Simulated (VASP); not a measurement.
# PtSe2 (P4_2/mnm) in VASP: notebook, part 2 of 2

VASP 6.6.1. The steps go on from the part before.

### Step 5. Single point, LDA

This run uses another cell than the first one, of 21.91 Å³/atom.

The input, INCAR:

```
ALGO = Normal
EDIFF = 1E-6
ENCUT = 520
ISIF = 2
ISMEAR = -1
LASPH = T
LCHARG = F
LREAL = F
LWAVE = F
NBANDS = 31
NELM = 100
PREC = Accurate
SIGMA = 0.02
```

The input, KPOINTS:

```
k-points
0
Gamma
  4 4 6
```

The input, POSCAR:

```
PtSe2
1.0
    5.7465248854      0.0000000000      0.0000000000
    0.0000000000      5.7465248854      0.0000000000
    0.0000000000      0.0000000000      3.9813365815
Pt Se
2 4
Direct
    0.0000000000      0.0000000000      0.0000000000
    0.5000000000      0.5000000000      0.5000000000
    0.3092307571      0.3092307571      0.0000000000
    0.1907692429      0.8092307571      0.5000000000
    0.8092307571      0.1907692429      0.5000000000
    0.6907692429      0.6907692429      0.0000000000
```

Potentials or basis: VASP PAW LDA potentials, release 64 (Pt, Se).

On the command line:

```console
> cat potpaw_LDA.64/Pt/POTCAR potpaw_LDA.64/Se/POTCAR > POTCAR
> mpirun -np 1 vasp_std > vasp.out
```

OUTCAR:

```text
EDIFF = 1E-6
   ENCUT = 520
   ISIF = 2
   ISMEAR = -1
   LASPH = T
   LREAL = F
   NELM = 100
   PREC = Accurate

 ion  position               nearest neighbor table
   1  0.000  0.000  0.000-   3 2.51   6 2.51   5 2.52   4 2.52   4 2.52   5 2.52
   2  0.500  0.500  0.500-   4 2.51   5 2.51   3 2.52   6 2.52   3 2.52   6 2.52
   3  0.309  0.309  0.000-   1 2.51   2 2.52   2 2.52
   4  0.191  0.809  0.500-   2 2.51   1 2.52   1 2.52
   5  0.809  0.191  0.500-   2 2.51   1 2.52   1 2.52
   6  0.691  0.691  0.000-   1 2.51   2 2.52   2 2.52

  LATTYP: Found a simple tetragonal cell.
 ALAT       =     5.7465248854
 C/A-ratio  =     0.6928250831

  Lattice vectors:

 A1 = (   5.7465248854,   0.0000000000,   0.0000000000)
 A2 = (   0.0000000000,   5.7465248854,   0.0000000000)
 A3 = (   0.0000000000,   0.0000000000,   3.9813365815)

Analysis of symmetry for initial positions (statically):
=====================================================================
 Subroutine PRICEL returns:
 Original cell was already a primitive cell.

[... 180 lines left out ...]
 val. band max:        4.9206589247   @ k =   0.5000   0.2500   0.5000
 cond. band min:       4.9264430729   @ k =   0.5000   0.2500   0.0000
 fundamental gap:      0.0057841482
 Fermi energy:         4.9210824153

 k-point     1 :       0.0000    0.0000    0.0000
  band No.  band energies     occupation
      1      -9.7899      2.00000
      2      -8.1911      2.00000
      3      -7.6650      2.00000
      4      -7.6650      2.00000
      5      -2.5546      2.00000
      6      -1.5835      2.00000
[... 805 lines left out ...]
     30      10.8106      0.00000
     31      13.0619      0.00000

------------------------ aborting loop because EDIFF is reached ----------------------------------------

  FORCE on cell =-STRESS in cart. coord.  units (eV):
  Direction    XX          YY          ZZ          XY          YZ          ZX
  --------------------------------------------------------------------------------------
  -------------------------------------------------------------------------------------
  Total       -3.1422170     -3.1422170     -3.6658986      0.0000000      0.0000000      0.0000000
  in kB      -38.2919317    -38.2919317    -44.6736612      0.0000000      0.0000000      0.0000000
  external PRESSURE =     -40.4191749 kB  Pullay stress =       0.0000000 kB

 VOLUME and BASIS-vectors are now :
 -----------------------------------------------------------------------------
  energy-cutoff  :      520.00
  volume of cell :      131.47
      direct lattice vectors                 reciprocal lattice vectors
     5.746524885  0.000000000  0.000000000     0.174018214  0.000000000  0.000000000
     0.000000000  5.746524885  0.000000000     0.000000000  0.174018214  0.000000000
     0.000000000  0.000000000  3.981336581     0.000000000  0.000000000  0.251171932

 POSITION                                       TOTAL-FORCE (eV/Angst)
 -----------------------------------------------------------------------------------
      0.00000      0.00000      0.00000        -0.000000     -0.000000      0.000000
      2.87326      2.87326      1.99067        -0.000000     -0.000000      0.000000
      1.77700      1.77700      0.00000         0.059671      0.059671      0.000000
      1.09626      4.65026      1.99067        -0.059671      0.059671      0.000000
      4.65026      1.09626      1.99067         0.059671     -0.059671      0.000000
      3.96952      3.96952      0.00000        -0.059671     -0.059671      0.000000
 -----------------------------------------------------------------------------------
    total drift:                               -0.000000      0.000000     -0.000000

  FREE ENERGIE OF THE ION-ELECTRON SYSTEM (eV)
  ---------------------------------------------------
  free  energy   TOTEN  =       -32.0562478547 eV

  energy  without entropy=      -32.0407700114  energy(sigma->0) =      -32.04850893
```

stdout:

```text
POSCAR found type information on POSCAR PtSe
 POSCAR found :  2 types and       6 ions
 scaLAPACK will be used
 LDA part: xc-table for (Slater(with rela. corr.)+CA(PZ))
 , standard interpolation
 POSCAR, INCAR and KPOINTS ok, starting setup
 FFT: planning ... GRIDC
 FFT: planning ... GRID_SOFT
 FFT: planning ... GRID
 WAVECAR not read
 entering main loop
```

It took 53 s on 1 thread of AMD EPYC 9R45 (Zen 5), shared host; peak memory 0.21 GiB.

What came out:

```yaml
Free_energy: -32.0562 eV
Pressure: -4.0 GPa
Largest_force: 0.084 eV/Å
Band_gap_on_the_k_mesh: zero (bands 22 and 23 overlap by 0.41 eV)
```

Forces in eV/Å, atoms in the order of the input:
```
Pt   0.000  0.000  0.000
Pt   0.000  0.000  0.000
Se   0.060  0.060  0.000
Se  -0.060  0.060  0.000
Se   0.060 -0.060  0.000
Se  -0.060 -0.060  0.000
```

Caveat: the cell stands under tension; the structure was generated, so it needn't be the stable form of PtSe2; spin-orbit coupling is left out, which moves the levels of the heavy elements.

### Step 6. Summary

| level | potentials or basis | cell | gap on the mesh (eV) | pressure (GPa) | largest force (eV/Å) |
| --- | --- | --- | --- | --- | --- |
| LDA | VASP PAW LDA potentials, release 64 (Pt, Se) | a = 5.654, b = 5.654, c = 3.949 Å, 6 atoms, atomic positions A | none | 0.4 | 0.01 |
| PBEsol | VASP PAW PBE potentials, release 64 (Pt, Se) | a = 5.695, b = 5.695, c = 3.974 Å, 6 atoms, atomic positions B | none | 0.1 | - |
| PBE | VASP PAW PBE potentials, release 64 (Pt, Se) | a = 5.747, b = 5.747, c = 3.981 Å, 6 atoms, atomic positions C | none | 2.5 | 0.02 |
| LDA | VASP PAW LDA potentials, release 64 (Pt, Se) | a = 5.747, b = 5.747, c = 3.981 Å, 6 atoms, atomic positions C | none | -4.0 | 0.08 |

Alike in all rows: task single point; no spin polarisation; k mesh 4 × 4 × 6; cutoff (eV) 520; smearing fermi-dirac 0.02 eV.

Caveats: the structure was generated, so it needn't be the stable form of PtSe2; spin-orbit coupling is left out, which moves the levels of the heavy elements; the PAW data sets were made with another functional, which shifts forces and pressure a little (at least some runs); the cell stands under tension (at least some runs).

Absolute energies hang on the potentials; compare differences alone.
